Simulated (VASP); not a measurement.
# CaHfH6 (Fm-3m) in VASP: notebook

CaHfH6 is run at these levels: PBE; tasks: single point.

Program: VASP 6.6.1. These are calculated values, not measurements. Logs are shortened: lines on timing, memory, paths and dates and some standing lists are left out, and cuts for length are marked.

## Step 1: The cell of the first run

It takes space group Fm-3m (No. 225, cubic). The conventional cell has a = 8.296 Å, b = 8.296 Å, c = 8.296 Å, α = 90.00°, β = 90.00°, γ = 90.00°. Ca (site symmetry m-3m) has 6 H at 2.21 Å within 2.9 Å. Hf (site symmetry m-3m) has 6 H at 1.94 Å within 2.6 Å. Within 2.6 Å of H (site symmetry 4mm) lie 1 Hf at 1.94 Å and 1 Ca at 2.21 Å.

## Step 2: Single point, PBE

File INCAR:

```
PREC     = Accurate       # precision mode
ENCUT    = 520            # plane-wave cutoff, eV
EDIFF    = 1E-6           # SCF threshold, eV
ISMEAR   = 0              # smearing method
SIGMA    = 0.1            # smearing width, eV
LREAL    = False          # projectors in reciprocal space
LASPH    = True           # aspherical terms in the spheres
NELM     = 100            # most SCF steps
ALGO     = Normal         # electronic algorithm
ISIF     = 2              # what is computed and relaxed
LWAVE    = False          # write WAVECAR
LCHARG   = False          # write CHGCAR
GGA      = PE             # functional
NBANDS   = 23             # bands
```

File KPOINTS:

```
Automatic mesh
0
Gamma
  4 4 4
```

File POSCAR:

```
CaHfH6
1.0
    0.0000000000      4.1480530060      4.1480530060
    4.1480530060      0.0000000000      4.1480530060
    4.1480530060      4.1480530060      0.0000000000
Ca Hf H
1 1 6
Direct
    0.0000000000      0.0000000000      0.0000000000
    0.5000000000      0.5000000000      0.5000000000
    0.7338631923      0.2661368077      0.2661368077
    0.2661368077      0.7338631923      0.2661368077
    0.2661368077      0.2661368077      0.7338631923
    0.2661368077      0.7338631923      0.7338631923
    0.7338631923      0.2661368077      0.7338631923
    0.7338631923      0.7338631923      0.2661368077
```

Potentials or basis: VASP PAW PBE potentials, release 64 (Ca_sv, Hf_pv, H).

Run with:

```bash
cat potpaw_PBE.64/Ca_sv/POTCAR potpaw_PBE.64/Hf_pv/POTCAR potpaw_PBE.64/H/POTCAR > POTCAR
mpirun -np 1 vasp_std > vasp.out
```

OUTCAR:

```text
PREC = Accurate
   ENCUT = 520
   EDIFF = 1E-6
   ISMEAR = 0
   LREAL = False
   LASPH = True
   NELM = 100
   ISIF = 2
   GGA = PE

 ion  position               nearest neighbor table
   1  0.000  0.000  0.000-
   2  0.500  0.500  0.500-   3 1.94   4 1.94   5 1.94   6 1.94   7 1.94   8 1.94
   3  0.734  0.266  0.266-   2 1.94
   4  0.266  0.734  0.266-   2 1.94
   5  0.266  0.266  0.734-   2 1.94
   6  0.266  0.734  0.734-   2 1.94
   7  0.734  0.266  0.734-   2 1.94
   8  0.734  0.734  0.266-   2 1.94

  LATTYP: Found a face centered cubic cell.
 ALAT       =     8.2961060120

  Lattice vectors:

 A1 = (   0.0000000000,   4.1480530060,   4.1480530060)
 A2 = (   4.1480530060,   0.0000000000,   4.1480530060)
 A3 = (   4.1480530060,   4.1480530060,   0.0000000000)

Analysis of symmetry for initial positions (statically):
=====================================================================
 Subroutine PRICEL returns:
 Original cell was already a primitive cell.

 Routine SETGRP: Setting up the symmetry group for a
 face centered cubic supercell.

 Subroutine GETGRP returns: Found 48 space group operations
 (whereof 48 operations were pure point group operations)
 out of a pool of 48 trial point group operations.

The static configuration has the point symmetry O_h .

Analysis of symmetry for dynamics (positions and initial velocities):
=====================================================================
 Subroutine PRICEL returns:
 Original cell was already a primitive cell.

 Routine SETGRP: Setting up the symmetry group for a
 face centered cubic supercell.

 Subroutine GETGRP returns: Found 48 space group operations
 (whereof 48 operations were pure point group operations)
 out of a pool of 48 trial point group operations.

The dynamic configuration has the point symmetry O_h .

 Subroutine INISYM returns: Found 48 space group operations
 (whereof 48 operations are pure point group operations),
 and found     1 'primitive' translations

----------------------------------------------------------------------------------------

                                     Primitive cell

  volume of cell :     142.7457

  direct lattice vectors                    reciprocal lattice vectors
     0.000000000  4.148053006  4.148053006    -0.120538479  0.120538479  0.120538479
     4.148053006  0.000000000  4.148053006     0.120538479 -0.120538479  0.120538479
     4.148053006  4.148053006  0.000000000     0.120538479  0.120538479 -0.120538479

  length of vectors
     5.866232819  5.866232819  5.866232819     0.208778770  0.208778770  0.208778770

  position of ions in fractional coordinates (direct lattice)
     0.000000000  0.000000000  0.000000000
     0.500000000  0.500000000  0.500000000
     0.733863192  0.266136808  0.266136808
     0.266136808  0.733863192  0.266136808
     0.266136808  0.266136808  0.733863192
     0.266136808  0.733863192  0.733863192
     0.733863192  0.266136808  0.733863192
     0.733863192  0.733863192  0.266136808

  ion indices of the primitive-cell ions
   primitive index   ion index
                 1           1
                 2           2
                 3           3
                 4           4
                 5           5
                 6           6
                 7           7
                 8           8

----------------------------------------------------------------------------------------

 KPOINTS: Automatic mesh

Automatic generation of k-mesh.
 Grid dimensions read from file:
 generate k-points for:    4    4    4

 Generating k-lattice:

  Cartesian coordinates                     Fractional coordinates (reciprocal lattice)
    -0.030134620  0.030134620  0.030134620     0.250000000  0.000000000  0.000000000
     0.030134620 -0.030134620  0.030134620     0.000000000  0.250000000  0.000000000
     0.030134620  0.030134620 -0.030134620     0.000000000  0.000000000  0.250000000

  Length of vectors
     0.052194692  0.052194692  0.052194692

  Shift w.r.t. Gamma in fractional coordinates (k-lattice)
     0.000000000  0.000000000  0.000000000

 Subroutine IBZKPT returns following result:
 ===========================================

 Found      8 irreducible k-points:

 Following reciprocal coordinates:
            Coordinates               Weight
  0.000000  0.000000  0.000000      1.000000
  0.250000  0.000000  0.000000      8.000000
  0.500000  0.000000  0.000000      4.000000
  0.250000  0.250000  0.000000      6.000000
  0.500000  0.250000  0.000000     24.000000
 -0.250000  0.250000  0.000000     12.000000
  0.500000  0.500000  0.000000      3.000000
 -0.250000  0.500000  0.250000      6.000000
   k-points           NKPTS =      8   k-points in BZ     NKDIM =      8   number of bands    NBANDS=     23
   number of dos      NEDOS =    301   number of ions     NIONS =      8
   total plane-waves  NPLWV = 110592
   dimension x,y,z NGX =    48 NGY =   48 NGZ =   48
   dimension x,y,z NGXF=    96 NGYF=   96 NGZF=   96
   ions per type =               1   1   6
   NGX,Y,Z   is equivalent  to a cutoff of  13.60, 13.60, 13.60 a.u.
   NGXF,Y,Z  is equivalent  to a cutoff of  27.21, 27.21, 27.21 a.u.
 SYSTEM =  unknown system
   PREC   = accura    normal or accurate (medium, high low for compatibility)
   ISTART =      0    job   : 0-new  1-cont  2-samecut
   ICHARG =      2    charge: 1-file 2-atom 10-const
   ISPIN  =      1    spin polarized calculation?
   LNONCOLLINEAR =      F non collinear calculations
   LSORBIT =      F    spin-orbit coupling
   LASPH  =      T    aspherical Exc in radial PAW
   ENCUT  =  520.0 eV  38.22 Ry    6.18 a.u.  10.91 10.91 10.91*2*pi/ulx,y,z
   NELM   =    100;   NELMIN=  2; NELMDL= -5     # of ELM steps
   EDIFF  = 0.1E-05   stopping-criterion for ELM
   LREAL  =      F    real-space projection
   EDIFFG = 0.1E-04   stopping-criterion for IOM
   NSW    =      0    number of steps for IOM
   IBRION =     -1    ionic relax: 0-MD 1-quasi-New 2-CG
   NFREE  =      0    steps in history (QN), initial steepest desc. (CG)
   ISIF   =      2    stress and relaxation
   ISYM   =      2    0-nonsym 1-usesym 2-fastsym
   POTIM  = 0.5000    time-step for ionic-motion
   TEBEG  =    0.0;   TEEND  =   0.0 temperature during run
   PSTRESS=    0.0 pullay stress
   NELECT =      26.0000    total number of electrons
   NUPDOWN=      -1.0000    fix difference up-down
   EMIN   =  10.00;   EMAX   =-10.00  energy-range for DOS
   EFERMI =   0.00;   METHOD = LEGACY
   ISMEAR =     0;   SIGMA  =   0.10  broadening in eV -4-tet -1-fermi 0-gaus
   EFERMI_NEDOS =   21; number of points for ismear=-14 and -15
   IALGO  =     38    algorithm
   IMIX   =      4    mixing-type and parameters
     AMIX     =   0.40;   BMIX     =  1.00
     AMIX_MAG =   1.60;   BMIX_MAG =  1.00
  volume/ion in A,a.u.               =      17.84       120.41
  Fermi-wavevector in a.u.,A,eV,Ry     =   0.927994  1.753654 11.716958  0.861172
  Thomas-Fermi vector in A             =   2.054123
   LORBIT       =      0    0 simple, 1 ext, 2 COOP (PROOUT), +10 PAW based schemes
   GGA     = PE    functional components
   LHFCALC =     F    Hartree Fock is set to
   AEXX    =    0.0000 exact exchange contribution
   IVDW    =     0    specifies the selected vdW correction
   LEPSILON=     F    determine dielectric tensor
   LRPA    =     F    only Hartree local field effects (RPA)
 non-spin polarized calculation
 Gauss-broadening in eV      SIGMA  =   0.10
  energy-cutoff  :      520.00
  volume of cell :      142.75
 maximum number of plane-waves:      3860
 NGX is ok and might be reduce to    48
   NGX = 21   NGY = 21   NGZ = 21

 number of electron      26.0000000 magnetization

 Free energy of the ion-electron system (eV)
  ---------------------------------------------------
  ext. energy  EPLUGINS =         0.00000000
  ---------------------------------------------------
  free energy    TOTEN  =       -32.51478244 eV

  energy without entropy =      -32.51478244  energy(sigma->0) =      -32.51478244

 E-fermi :  -2.1239     XC(G=0):  -6.7013

 val. band max:       -2.6070102141   @ k =   0.0000   0.0000   0.0000
 cond. band min:      -0.1517025085   @ k =   0.5000   0.5000   0.0000
 fundamental gap:      2.4553077055
 Fermi energy:        -2.1238569630

 k-point     1 :       0.0000    0.0000    0.0000
  band No.  band energies     occupation
      1     -41.3998      2.00000
      2     -32.6893      2.00000
      3     -32.6893      2.00000
      4     -32.6893      2.00000
      5     -22.4097      2.00000
      6     -22.4097      2.00000
[... 15 lines left out ...]
     22       3.4432      0.00000
     23       5.9076      0.00000

 k-point     2 :       0.2500    0.0000    0.0000
  band No.  band energies     occupation
      1     -41.3998      2.00000
      2     -32.6893      2.00000
      3     -32.6893      2.00000
      4     -32.6893      2.00000
      5     -22.4104      2.00000
      6     -22.4099      2.00000
[... 15 lines left out ...]
     22       4.2500      0.00000
     23       5.5012      0.00000

 k-point     3 :       0.5000    0.0000    0.0000
  band No.  band energies     occupation
      1     -41.3998      2.00000
      2     -32.6894      2.00000
      3     -32.6893      2.00000
      4     -32.6893      2.00000
      5     -22.4111      2.00000
      6     -22.4101      2.00000
[... 15 lines left out ...]
     22       4.8618      0.00000
     23       4.8623      0.00000
[... 79 lines left out ...]
 k-point     7 :       0.5000    0.5000    0.0000
  band No.  band energies     occupation
      1     -41.3998      2.00000
      2     -32.6895      2.00000
      3     -32.6893      2.00000
      4     -32.6893      2.00000
      5     -22.4106      2.00000
      6     -22.4101      2.00000
[... 15 lines left out ...]
     22       3.5556      0.00000
     23       4.6100      0.00000

 k-point     8 :      -0.2500    0.5000    0.2500
  band No.  band energies     occupation
      1     -41.3998      2.00000
      2     -32.6894      2.00000
      3     -32.6894      2.00000
      4     -32.6893      2.00000
      5     -22.4104      2.00000
      6     -22.4104      2.00000
[... 15 lines left out ...]
     22       4.7811      0.00000
     23       5.1264      0.00000

------------------------ aborting loop because EDIFF is reached ----------------------------------------

  FORCE on cell =-STRESS in cart. coord.  units (eV):
  Direction    XX          YY          ZZ          XY          YZ          ZX
  --------------------------------------------------------------------------------------
  -------------------------------------------------------------------------------------
  Total       -0.2600615     -0.2600615     -0.2600615      0.0000000      0.0000000      0.0000000
  in kB       -2.9189307     -2.9189307     -2.9189307      0.0000000      0.0000000      0.0000000
  external PRESSURE =      -2.9189307 kB  Pullay stress =       0.0000000 kB

 VOLUME and BASIS-vectors are now :
 -----------------------------------------------------------------------------
  energy-cutoff  :      520.00
  volume of cell :      142.75
      direct lattice vectors                 reciprocal lattice vectors
     0.000000000  4.148053006  4.148053006    -0.120538479  0.120538479  0.120538479
     4.148053006  0.000000000  4.148053006     0.120538479 -0.120538479  0.120538479
     4.148053006  4.148053006  0.000000000     0.120538479  0.120538479 -0.120538479

 POSITION                                       TOTAL-FORCE (eV/Angst)
 -----------------------------------------------------------------------------------
      0.00000      0.00000      0.00000         0.000000      0.000000     -0.000000
      4.14805      4.14805      4.14805         0.000000      0.000000     -0.000000
      2.20790      4.14805      4.14805         0.032121      0.000000     -0.000000
      4.14805      2.20790      4.14805         0.000000      0.032121     -0.000000
      4.14805      4.14805      2.20790         0.000000      0.000000      0.032121
      6.08821      4.14805      4.14805        -0.032121      0.000000     -0.000000
      4.14805      6.08821      4.14805         0.000000     -0.032121     -0.000000
      4.14805      4.14805      6.08821         0.000000      0.000000     -0.032121
 -----------------------------------------------------------------------------------
    total drift:                               -0.000000     -0.000000     -0.000000

  FREE ENERGIE OF THE ION-ELECTRON SYSTEM (eV)
  ---------------------------------------------------
  free  energy   TOTEN  =       -32.5147824413 eV

  energy  without entropy=      -32.5147824413  energy(sigma->0) =      -32.51478244
```

It took 53 s on 1 thread of Intel Xeon 6975P-C, shared host; peak memory 0.32 GiB.

What came out:

| Item | Value |
| --- | --- |
| Free energy | -32.5148 eV |
| Pressure | -0.3 GPa |
| Largest force | 0.032 eV/Å |
| Band gap on the k mesh | 2.46 eV, indirect (least direct gap 2.74 eV) |

Forces in eV/Å, atoms in the order of the input:
```
Ca   0.000  0.000  0.000
Hf   0.000  0.000  0.000
H    0.032  0.000  0.000
H    0.000  0.032  0.000
H    0.000  0.000  0.032
H   -0.032  0.000  0.000
H    0.000 -0.032  0.000
H    0.000  0.000 -0.032
```

Caveat: spin-orbit coupling is left out, which moves the levels of the heavy elements.

## Step 3: Single point, PBE

This run uses another cell than the first one, of 20.41 Å³/atom, 1.144 times its volume.

File INCAR:

```
SYSTEM = CaHfH6
PREC = Accurate ; ENCUT = 520
EDIFF = 1E-6 ; ISMEAR = 0
SIGMA = 0.1 ; LREAL = .FALSE.
LASPH = .TRUE. ; NELM = 60
ALGO = Normal ; ISIF = 2
LWAVE = .FALSE. ; LCHARG = .TRUE.
GGA = PE ; LELF = .TRUE.
LVHAR = .TRUE. ; NBANDS = 23
```

File KPOINTS:

```
regular mesh
0
G
  4 4 4
  0 0 0
```

File POSCAR:

```
CaHfH6
1.0
    0.0000000000      4.3381474300      4.3381474300
    4.3381474300      0.0000000000      4.3381474300
    4.3381474300      4.3381474300      0.0000000000
Ca Hf H
1 1 6
Direct
    0.0000000000      0.0000000000      0.0000000000
    0.5000000000      0.5000000000      0.5000000000
    0.7445229000      0.2554771000      0.2554771000
    0.2554771000      0.7445229000      0.2554771000
    0.2554771000      0.2554771000      0.7445229000
    0.2554771000      0.7445229000      0.7445229000
    0.7445229000      0.2554771000      0.7445229000
    0.7445229000      0.7445229000      0.2554771000
```

Potentials or basis: VASP PAW PBE potentials, release 64 (Ca_sv, Hf_pv, H).

Run with:

```bash
cat potpaw_PBE.64/Ca_sv/POTCAR potpaw_PBE.64/Hf_pv/POTCAR potpaw_PBE.64/H/POTCAR > POTCAR
mpirun -np 1 vasp_std > vasp.out
```

Run time: 59 s. Hardware: 1 thread of Intel Xeon 6975P-C, shared host; peak memory 0.33 GiB.

The run converged. Its results:

```
Free energy            : -31.7393 eV
Pressure               : -5.4 GPa
Largest force          : 1.227 eV/Å
Band gap on the k mesh : 2.40 eV, indirect (least direct gap 2.58 eV)
```

Forces in eV/Å, atoms in the order of the input:
```
Ca   0.000  0.000  0.000
Hf   0.000  0.000  0.000
H    1.227  0.000  0.000
H    0.000  1.227  0.000
H    0.000  0.000  1.227
H   -1.227  0.000  0.000
H    0.000 -1.227  0.000
H    0.000  0.000 -1.227
```

Levels at points of the mesh, in eV from the valence-band top:
```csv
k point,band 9,band 10,band 11,band 12,band 13,band 14,band 15,band 16,band 17,band 18
"(0.00, 0.00, 0.00)",-1.27,-1.27,0.00,0.00,0.00,2.58,2.58,2.58,5.06,5.06
"(0.50, 0.00, 0.00)",-1.49,-1.14,-1.14,-0.31,-0.31,2.68,2.82,2.82,5.19,5.65
"(0.50, 0.50, 0.00)",-1.73,-1.19,-0.56,-0.25,-0.25,2.40,2.94,2.94,4.51,5.05
```

Caveat: spin-orbit coupling is left out, which moves the levels of the heavy elements; forces of over 1 eV/Å act on the atoms, so gaps and moduli don't describe the material at rest. A k mesh can miss the band edges.

## Step 4: Single point, PBE

This run uses another cell than the first one, of 17.76 Å³/atom, 0.995 times its volume.

File INCAR:

```
SYSTEM = CaHfH6
  PREC = Accurate
  ENCUT = 520
  EDIFF = 1E-7
  ISMEAR = 0
  SIGMA = 0.02
  LREAL = .False.
  LASPH = .True.
  NELM = 60
  ALGO = Normal
  ISIF = 2
  LWAVE = .False.
  LCHARG = .True.
  GGA = PE
  LELF = .True.
  LVHAR = .True.
  NBANDS = 23
```

File KPOINTS:

```
regular mesh
0
Gamma
  6 6 6
  0 0 0
```

File POSCAR:

```
CaHfH6
1.0
    0.0000000000      4.1414983766      4.1414983766
    4.1414983766      0.0000000000      4.1414983766
    4.1414983766      4.1414983766      0.0000000000
Ca Hf H
1 1 6
Direct
    0.0000000000      0.0000000000      0.0000000000
    0.5000000000      0.5000000000      0.5000000000
    0.7339938092      0.2660061908      0.2660061908
    0.2660061908      0.7339938092      0.2660061908
    0.2660061908      0.2660061908      0.7339938092
    0.2660061908      0.7339938092      0.7339938092
    0.7339938092      0.2660061908      0.7339938092
    0.7339938092      0.7339938092      0.2660061908
```

Run with:

```bash
cat potpaw_PBE.64/Ca_sv/POTCAR potpaw_PBE.64/Hf_pv/POTCAR potpaw_PBE.64/H/POTCAR > POTCAR
mpirun -np 1 vasp_std > vasp.out
```

Wall time 1.8 min (1 thread of Intel Xeon 6975P-C, shared host); peak memory 0.34 GiB.

Results (log left out):

| Quantity | Value |
| --- | --- |
| Free energy | -32.5155 eV |
| Pressure | -0.1 GPa |
| Largest force | 0.028 eV/Å |
| Band gap on the k mesh | 2.45 eV, indirect (least direct gap 2.74 eV) |

Forces in eV/Å, atoms in the order of the input:
```
Ca   0.000  0.000  0.000
Hf   0.000  0.000  0.000
H    0.028  0.000  0.000
H    0.000  0.028  0.000
H    0.000  0.000  0.028
H   -0.028  0.000  0.000
H    0.000 -0.028  0.000
H    0.000  0.000 -0.028
```

Levels at points of the mesh, in eV from the valence-band top:
```tsv
k point	band 11	band 12	band 13	band 14	band 15	band 16
(0.00, 0.00, 0.00)	0.00	0.00	0.00	2.74	2.74	2.74
(0.50, 0.00, 0.00)	-1.59	-0.38	-0.38	2.90	3.12	3.12
(0.50, 0.50, 0.00)	-0.71	-0.31	-0.31	2.45	3.33	3.33
```

Caveat: spin-orbit coupling is left out, which moves the levels of the heavy elements. A k mesh can miss the band edges.

## Step 5: Summary

```tsv
cell	k mesh	smearing	gap on the mesh (eV)	pressure (GPa)	largest force (eV/Å)
a = 5.866 Å, angles 60.0°, 8 atoms	4 × 4 × 4	gaussian 0.1 eV	2.46	-0.3	0.03
a = 6.135 Å, angles 60.0°, 8 atoms	4 × 4 × 4	gaussian 0.1 eV	2.40	-5.4	1.23
a = 5.857 Å, angles 60.0°, 8 atoms	6 × 6 × 6	gaussian 0.02 eV	2.45	-0.1	0.03
```

Alike in all rows: task single point; level PBE; potentials or basis VASP PAW PBE potentials, release 64 (Ca_sv, Hf_pv, H); no spin polarisation; cutoff (eV) 520.

Caveats: spin-orbit coupling is left out, which moves the levels of the heavy elements; forces of over 1 eV/Å act on the atoms, so gaps and moduli don't describe the material at rest (some runs).

Total energies depend on the potentials used, so only differences within one code and one set of settings carry meaning.
